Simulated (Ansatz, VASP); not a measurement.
# Two plane-wave programs on N

```
N
1.0
     9.67203    0.00000    0.00000
     0.00000    9.67203    0.00000
     0.00000    0.00000    9.67203
N
24
Cartesian
  0.9093 8.9302 1.9240
  1.2048 9.0676 0.8702
  7.4589 3.5403 9.8285
  6.9933 4.2998 9.1793
  0.0428 9.2463 6.7609
  0.2491 8.2887 7.2662
  5.9390 2.4228 5.8097
  6.2932 1.9479 4.8804
  3.9444 1.0251 8.3378
  4.9709 1.1437 8.7218
  3.6632 5.1303 6.8251
  2.6237 5.1114 7.1940
  5.8127 8.4968 1.5576
  4.7365 8.7053 1.6770
  4.4153 3.8821 2.4116
  4.3875 2.8396 2.0537
  6.7849 8.0847 4.9905
  6.7567 7.0573 4.5885
  3.4973 8.4662 5.7866
  3.1076 8.4208 4.7565
  9.2131 5.1789 5.7435
  8.7742 4.2847 6.2152
  1.2619 2.7570 9.6947
  0.9010 2.5434 8.6752
```

Alike in both runs: functional PBE; dispersion D3(BJ); k mesh 1 × 1 × 1; occupations fermi-dirac, width 0.02 eV; no spin polarisation.

Ansatz relaxed the structure, and its values are those at the end. VASP's run is a single point on that final structure, the one shown.

|  | VASP | Ansatz |
| --- | --- | --- |
| version | VASP 6.6.1 | Ansatz 0.2.0 |
| potentials or method | VASP PAW PBE potentials, release 64 (N_h), cutoff 1000 eV | scalar-relativistic, plane waves, PAW |
| valence electrons in the cell | 120 | 120 |

|  | VASP | Ansatz | Ansatz less VASP |
| --- | --- | --- | --- |
| rms of the force components (eV/Å) | 0.037 | 0.053 | +0.0161 |
